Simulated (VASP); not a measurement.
SnSe:

```
CELL_PARAMETERS angstrom
4.13822 0.00000 0.00000
-2.06911 3.58380 0.00000
0.00000 0.00000 7.48409
ATOMIC_POSITIONS crystal
Sn 0.00000 0.00000 0.00000
Sn 0.00000 0.00000 0.50000
Se 0.33333 0.66667 0.25000
Se 0.66667 0.33333 0.75000
```

Base run:

```yaml
Program: VASP 6.6.1
Functional: r2SCAN
Potentials_or_basis: VASP PAW PBE potentials, release 64 (Sn_d, Se)
Cutoff: 520 eV
k_mesh: 12 × 12 × 4
Occupations: fermi-dirac, width 0.02 eV
Spin: no spin polarisation
```

Its results: band gap on the k mesh zero (band 20 reaches 6.10 eV, above the bottom of band 21 at 5.46 eV); pressure -0.1 GPa.

The run is repeated on the same cell with these changes: functional from r2SCAN to PBE; further incar settings from ALGO = Normal; EDIFF = 1e-07; NBANDS = 28 to ALGO = Normal; EDIFF = 1e-06; NBANDS = 28. What comes out?

Band gap on the k mesh zero (band 20 reaches 6.16 eV, above the bottom of band 21 at 5.36 eV); pressure 0.8 GPa.

Caveats: spin-orbit coupling is left out, which moves the levels of the heavy elements; the PAW data sets were made with another functional, which shifts forces and pressure a little (some runs).
